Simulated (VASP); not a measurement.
Runs of VASP 6.6.1 on Mo. The structure is that of space group Pm-3m (No. 221), or close to it. The cells are those of the table. 

```tsv
task	cell	k mesh for the DOS	occupations for the DOS	gap on the mesh (eV)	pressure (GPa)
single point	a = 2.604 Å, 1 atom	-	-	none	0.5
single point	a = 2.133 Å, 1 atom	-	-	none	392.3
single point	a = 2.466 Å, 1 atom	-	-	none	(a)
single point	a = 2.366 Å, 1 atom	-	-	none	98.5
single point	a = 2.255 Å, 1 atom	-	-	none	(b)
single point	a = 2.559 Å, 1 atom	-	-	none	11.4
```

Alike in all rows: level PBE; potentials or basis VASP PAW PBE potentials, release 64 (Mo_sv); no spin polarisation; k mesh 16 × 16 × 16; cutoff (eV) 520; smearing fermi-dirac 0.08 eV.

**Question.** Estimate the missing entries.

**Answer.** (a) 43.4; (b) 198.6.

A k mesh can miss the band edges, and the runs leave out spin-orbit coupling on Mo.

A gap of «none» marks levels without a gap at the run's occupations.
